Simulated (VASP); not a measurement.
Write the native input for VASP 6.6.1 that does the following.

```
Task                   : single point
Functional             : PBE
Potentials or basis    : VASP PAW PBE potentials, release 64 (Te, Pb_d, Se)
Cutoff                 : 520 eV
k mesh                 : 6 × 6 × 4
Occupations            : gaussian, width 0.02 eV
Spin                   : no spin polarisation
Dipole correction      : no
Further INCAR settings : ALGO = Normal; EDIFF = 1e-06; NBANDS = 39
```

The structure of Te2Pb3Se lies in POSCAR:

```
Te2Pb3Se
1.0
    4.3726511100      0.0000000000      0.0000000000
   -2.1863255550      3.7868269431      0.0000000000
    0.0000000000      0.0000000000     10.6931313457
Te Pb Se
2 3 1
Direct
    0.3333333333      0.6666666667      0.6739295709
    0.6666666667      0.3333333333      0.3260704291
    0.6666666667      0.3333333333      0.8482093409
    0.0000000000      0.0000000000      0.5000000000
    0.3333333333      0.6666666667      0.1517906591
    0.0000000000      0.0000000000      0.0000000000
```

One way to write it, as run:

INCAR

```
PREC     = Accurate       # precision mode
ENCUT    = 520            # plane-wave cutoff, eV
EDIFF    = 1E-6           # SCF threshold, eV
ISMEAR   = 0              # smearing method
SIGMA    = 0.02           # smearing width, eV
LREAL    = F              # projectors in reciprocal space
LASPH    = T              # aspherical terms in the spheres
NELM     = 100            # most SCF steps
ALGO     = Normal         # electronic algorithm
ISIF     = 2              # what is computed and relaxed
LWAVE    = F              # write WAVECAR
LCHARG   = F              # write CHGCAR
GGA      = PE             # functional
NBANDS   = 39             # bands
```

KPOINTS

```
regular mesh
0
Gamma
  6 6 4
```

Potentials or basis: VASP PAW PBE potentials, release 64 (Te, Pb_d, Se).

The run is started by

```console
$ cat potpaw_PBE.64/Te/POTCAR potpaw_PBE.64/Pb_d/POTCAR potpaw_PBE.64/Se/POTCAR > POTCAR
$ mpirun -np 1 vasp_std > vasp.out
```

Results of the run:

```
Pressure               : 7.0 GPa
Band gap on the k mesh : 0.36 eV (least direct gap 0.38 eV)
```

Caveat: the cell stands under pressure; spin-orbit coupling is left out, which moves the levels of the heavy elements.

Wall time 77 s on 1 thread of Intel(R) Xeon(R) 6975P-C (Granite Rapids), on a shared host, peak memory 0.39 GiB.
